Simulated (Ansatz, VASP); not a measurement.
BeS in VASP and in Ansatz

```xyz
2
Lattice="2.8897 0.0000 0.0000 0.0000 2.8897 0.0000 0.0000 0.0000 2.8897" Properties=species:S:1:pos:R:3 pbc="T T T"
Be    0.0000    0.0000    0.0000
S     1.4449    1.4449    1.4449
```

Change from the starting cell: species swapped into the CsBr type (Pm-3m, No. 221).

Alike in both runs: functional PBE; k mesh 5 × 5 × 5; occupations gaussian, width 0.15 eV; no spin polarisation.

Ansatz relaxed the structure, and its values are those at the end. VASP's run is a single point on that final structure, the one shown.

```csv
,VASP,Ansatz
version,VASP 6.6.1,Ansatz 0.2.0
potentials or method,"VASP PAW PBE potentials, release 64 (Be, S), cutoff 600 eV","scalar-relativistic, plane waves, PAW"
valence electrons in the cell,8,8
```

|  | VASP | Ansatz | Ansatz less VASP |
| --- | --- | --- | --- |
| gap on the k mesh at the Fermi level (eV) | none | none | - |
| pressure (GPa) | 0.6 | 0.6 | +0.01 |

A gap of «none» marks a metal or a gap that the smearing closes. With one functional, cell and mesh, what is left measures potentials, basis and numerics.

The k mesh is coarse, so the values compare programs but aren't converged.
